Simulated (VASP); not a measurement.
Wanted: the native input for a VASP 6.6.1 run.

| Item | Value |
| --- | --- |
| Task | single point |
| Functional | LDA |
| Potentials or basis | VASP PAW LDA potentials, release 64 (Ga_d, As) |
| Cutoff | 520 eV |
| k mesh | 11 × 11 × 11 |
| Occupations | fermi-dirac, width 0.05 eV |
| Spin | no spin polarisation |
| Dipole correction | no |
| Further INCAR settings | ALGO = Normal; EDIFF = 1e-06; NBANDS = 16 |

The structure of GaAs lies in POSCAR:

```
GaAs
1.0
    0.0000000000      2.8548404342      2.8548404342
    2.8548404342      0.0000000000      2.8548404342
    2.8548404342      2.8548404342      0.0000000000
Ga As
1 1
Direct
    0.0000000000      0.0000000000      0.0000000000
    0.7500000000      0.7500000000      0.7500000000
```

This cell differs from its parent crystal: volume scaled by 1.03.

One way to write it, as run:

INCAR

```
SYSTEM = GaAs
PREC = Accurate ; ENCUT = 520
EDIFF = 1E-6 ; ISMEAR = -1
SIGMA = 0.05 ; LREAL = .False.
LASPH = .True. ; NELM = 80
ALGO = Normal ; ISIF = 2
LWAVE = .False. ; LCHARG = .False.
GGA = CA ; NBANDS = 16
```

KPOINTS

```
Automatic mesh
0
Gamma
  11 11 11
  0 0 0
```

Potentials or basis: VASP PAW LDA potentials, release 64 (Ga_d, As).

Command:

```sh
$ cat potpaw_LDA.64/Ga_d/POTCAR potpaw_LDA.64/As/POTCAR > POTCAR
$ mpirun -np 1 vasp_std > vasp.out
```

It gave:

The pressure is -3.4 GPa and the band gap on the k mesh is 0.11 eV, direct.

Run time: 20 s on 1 thread of Intel(R) Xeon(R) 6975P-C (Granite Rapids), with other jobs on the host, peak memory 0.17 GiB.
